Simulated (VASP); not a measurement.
Write the native input for VASP 6.6.1 that does the following.

| Property | Result |
| --- | --- |
| Task | single point |
| Functional | r2SCAN |
| Potentials or basis | VASP PAW PBE potentials, release 64 (Ca_sv) |
| Cutoff | 520 eV |
| k mesh | 15 × 15 × 15 |
| Occupations | fermi-dirac, width 0.1 eV |
| Spin | no spin polarisation |
| Dipole correction | no |
| Further INCAR settings | ALGO = Normal; EDIFF = 1e-06; NBANDS = 11 |

Crystal: Ca.

```xyz
1
Lattice="3.5066 0.0000 0.0000 0.0000 3.5066 0.0000 0.0000 0.0000 3.5066" Properties=species:S:1:pos:R:3 pbc="T T T"
Ca    0.0000    0.0000    0.0000
```

This isn't the form of Ca at room conditions, which is fcc.

These files were run (other wordings do the same):

POSCAR

```
Ca
1.0
    3.5065510619      0.0000000000      0.0000000000
    0.0000000000      3.5065510619      0.0000000000
    0.0000000000      0.0000000000      3.5065510619
Ca
1
Direct
    0.0000000000      0.0000000000      0.0000000000
```

INCAR.step1

```
PREC     = Accurate       # precision mode
ENCUT    = 520            # plane-wave cutoff, eV
ISMEAR   = -1             # smearing method
SIGMA    = 0.1            # smearing width, eV
LREAL    = F              # projectors in reciprocal space
LASPH    = T              # aspherical terms in the spheres
NELM     = 60             # most SCF steps
NBANDS   = 11             # bands
GGA      = PE             # functional
ALGO     = Normal         # electronic algorithm
EDIFF    = 1E-4           # SCF threshold, eV
LWAVE    = T              # write WAVECAR
LCHARG   = F              # write CHGCAR
```

INCAR.step2

```
PREC     = Accurate       # precision mode
ENCUT    = 520            # plane-wave cutoff, eV
EDIFF    = 1E-6           # SCF threshold, eV
ISMEAR   = -1             # smearing method
SIGMA    = 0.1            # smearing width, eV
LREAL    = F              # projectors in reciprocal space
LASPH    = T              # aspherical terms in the spheres
NELM     = 60             # most SCF steps
ALGO     = Normal         # electronic algorithm
ISIF     = 2              # what is computed and relaxed
LWAVE    = F              # write WAVECAR
LCHARG   = F              # write CHGCAR
METAGGA  = R2SCAN         # meta-GGA
LMIXTAU  = T            
NBANDS   = 11             # bands
ISTART   = 1
```

KPOINTS

```
regular mesh
0
Gamma
  15 15 15
```

Potentials or basis: VASP PAW PBE potentials, release 64 (Ca_sv).

Launch:

```console
$ cat potpaw_PBE.64/Ca_sv/POTCAR > POTCAR
$ cp INCAR.step1 INCAR
$ mpirun -np 1 vasp_std > vasp.out
$ cp INCAR.step2 INCAR
$ mpirun -np 1 vasp_std > vasp.out
```

Results of the run:

```
Pressure               : 0.0 GPa
Band gap on the k mesh : zero (bands 5 and 6 overlap by 1.23 eV)
```

Caveat: the PAW data sets were made with another functional, which shifts forces and pressure a little.

It took 74 s on 1 thread of Intel(R) Xeon(R) 6975P-C (Granite Rapids) (shared host), peak memory 0.2 GiB.
